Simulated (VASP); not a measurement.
Input of a VASP 6.6.1 run:

The input POSCAR:

```
ZnSe
1.0
    0.0000000000      2.8324206848      2.8324206848
    2.8324206848      0.0000000000      2.8324206848
    2.8324206848      2.8324206848      0.0000000000
Zn Se
1 1
Direct
    0.0000000000      0.0000000000      0.0000000000
    0.2500000000      0.2500000000      0.2500000000
```

File INCAR.step1:

```
PREC = Accurate
ENCUT = 520
ISMEAR = 0
SIGMA = 0.01
LREAL = F
LASPH = T
NELM = 60
NBANDS = 16
GGA = PE
ALGO = Normal
EDIFF = 1E-4
LWAVE = T
LCHARG = F
```

The input INCAR.step2:

```
PREC = Accurate
ENCUT = 520
EDIFF = 1E-6
ISMEAR = 0
SIGMA = 0.01
LREAL = F
LASPH = T
NELM = 60
ALGO = Normal
ISIF = 2
LWAVE = F
LCHARG = F
METAGGA = R2SCAN
LMIXTAU = T
NBANDS = 16
ISTART = 1
```

KPOINTS

```
regular mesh
0
Gamma
  6 6 6
```

Potentials or basis: VASP PAW PBE potentials, release 64 (Zn, Se).

The run is started by

```bash
$ cat potpaw_PBE.64/Zn/POTCAR potpaw_PBE.64/Se/POTCAR > POTCAR
$ cp INCAR.step1 INCAR
$ mpirun -np 1 vasp_std > vasp.out
$ cp INCAR.step2 INCAR
$ mpirun -np 1 vasp_std > vasp.out
```

Predict the band gap on the k mesh.

1.87 eV, direct.

Predict the pressure.

0.1 GPa.

Caveat: the PAW data sets were made with another functional, which shifts forces and pressure a little. r2SCAN opens gaps a little over a GGA but as a rule still falls short of measured ones.
